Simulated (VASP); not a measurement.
Write the native input for VASP 6.6.1 that does the following.

```yaml
Task: single point
Functional: PBE
Potentials_or_basis: VASP PAW PBE potentials, release 64 (Ag)
Cutoff: 500 eV
k_mesh: 4 × 4 × 4
Occupations: fermi-dirac, width 0.1 eV
Spin: no spin polarisation
Dipole_correction: no
Further_INCAR_settings: ALGO = Normal; EDIFF = 1e-06; NBANDS = 12
```

The structure of Ag lies in POSCAR:

```
Ag
1.0
   -2.0738757445      0.0000000000      2.0738757445
    0.0000000000      2.0738757445      2.0738757445
   -2.0738757445      2.0738757445      0.0000000000
Ag
1
Direct
    0.0000000000      0.0000000000      0.0000000000
```

These files were run (other wordings do the same):

INCAR

```
SYSTEM = Ag
PREC = Accurate
ENCUT = 500
EDIFF = 1E-6
ISMEAR = -1
SIGMA = 0.1
LREAL = .FALSE.
LASPH = .TRUE.
NELM = 120
ALGO = Normal
ISIF = 2
LWAVE = .FALSE.
LCHARG = .FALSE.
GGA = PE
NBANDS = 12
GGA_COMPAT = .FALSE.
```

KPOINTS

```
regular mesh
0
G
  4 4 4
  0 0 0
```

Potentials or basis: VASP PAW PBE potentials, release 64 (Ag).

Command:

```bash
$ cat potpaw_PBE.64/Ag/POTCAR > POTCAR
$ mpirun -np 1 vasp_std > vasp.out
```

It gave:

| Property | Result |
| --- | --- |
| Pressure | 0.6 GPa |

Caveat: the k points lie up to 0.66 Å⁻¹ apart.

Wall time 3.4 s on 1 thread of Intel Xeon 6975P-C, on a shared host, peak memory 0.13 GiB.
